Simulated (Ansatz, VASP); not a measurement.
**One calculation of Te, two programs**

```
Te
1.0
     4.63249    0.00000    0.00000
    -2.31624    4.01185    0.00000
     0.00000    0.00000    5.88690
Te
3
Direct
  0.25359 0.00000 0.33333
  0.00000 0.25359 0.66667
  0.74641 0.74641 0.00000
```

Alike in both runs: task single point; functional r2SCAN; k mesh 8 × 8 × 6; no spin polarisation.

|  | VASP | Ansatz |
| --- | --- | --- |
| version | VASP 6.6.1 | Ansatz 0.2.0 |
| potentials or method | VASP PAW PBE potentials, release 64 (Te), cutoff 520 eV | plane waves (500 eV) with PAW, scalar-relativistic |
| occupations | methfessel-paxton of order 1, width 0.2 eV | cold, width 0.2 eV |
| valence electrons in the cell | 18 | 48 |

|  | VASP | Ansatz | Ansatz less VASP |
| --- | --- | --- | --- |
| pressure (GPa) | 0.0 | 0.0 | -0.03 |
| traceless stress, the component that is largest in VASP (GPa) | 0.11 | 0.07 | -0.036 |

VASP's potentials were made for PBE, not for r2SCAN. VASP's potentials hold 18 valence electrons a cell and Ansatz's 48, so a difference there can come from the potentials and not from the codes.

Neither program's run includes spin-orbit coupling.
